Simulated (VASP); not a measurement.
Runs of VASP 6.6.1 on AlSi8NO16. The cell holds an amorphous packing of atoms, 26 atoms: a = 7.638 Å, b = 7.315 Å, c = 6.863 Å, α = 90.60°, β = 91.32°, γ = 92.31°. 

| smearing | gap on the mesh (eV) | pressure (GPa) | largest force (eV/Å) |
| --- | --- | --- | --- |
| fermi-dirac 0.05 eV | 0.26 | 1.1 | 2.79 |
| fermi-dirac 0.2482 eV | 0.95 | (a) | (b) |
| fermi-dirac 0.1379 eV | 0.26 | (c) | 5.49 |
| fermi-dirac 0.3447 eV | 0.18 | 1.4 | 7.16 |

Alike in all rows: task single point; level PBE; potentials or basis VASP PAW PBE potentials, release 64 (Al, N, Si, O); no spin polarisation; cell as given; k mesh 1 × 1 × 1, shifted; cutoff (eV) 520.

Question: Fill in the values left out.

Answer: (a) -0.5; (b) 10.43; (c) -1.4.

Caveats: all runs use coarse meshes; the standard files for N, O and F lose accuracy on very short bonds (some runs).

A k mesh can miss the band edges.
